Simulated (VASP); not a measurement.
A run of VASP 6.6.1 is set up as follows.

Contents of INCAR:

```
SYSTEM = SnSe2
PREC = Accurate ; ENCUT = 520
EDIFF = 1E-7 ; ISMEAR = 0
SIGMA = 0.05 ; LREAL = .False.
LASPH = .True. ; NELM = 80
ALGO = Normal ; ISIF = 2
LWAVE = .False. ; LCHARG = .False.
GGA = PE ; NBANDS = 20
```

Contents of KPOINTS:

```
Automatic mesh
0
Gamma
  12 12 6
  0 0 0
```

The input POSCAR:

```
SnSe2
1.0
    3.8109987816      0.0000000000      0.0000000000
   -1.9054993908      3.3004217586      0.0000000000
    0.0000000000      0.0000000000      6.1370000000
Sn Se
1 2
Direct
    0.0000000000      0.0000000000      0.0000000000
    0.3333333333      0.6666666667      0.2500000000
    0.6666666667      0.3333333333      0.7500000000
```

Potentials or basis: VASP PAW PBE potentials, release 64 (Sn_d, Se).

The run is started by

```bash
$ cat potpaw_PBE.64/Sn_d/POTCAR potpaw_PBE.64/Se/POTCAR > POTCAR
$ mpirun -np 1 vasp_std > vasp.out
```

Question: Predict the largest force.

Answer: 0.737 eV/Å.

Question: Estimate the band gap on the k mesh.

Answer: 0.70 eV (least direct gap 1.09 eV).

Stress tensor (GPa, compression positive):
```
4.90 0.00 0.00
0.00 4.90 0.00
0.00 0.00 6.25
```

Caveat: the cell stands under pressure; spin-orbit coupling is left out, which moves the levels of the heavy elements; this functional lacks dispersion, which binds the layers, so the pressure and a relaxed spacing across them are unreliable. A k mesh can miss the band edges.
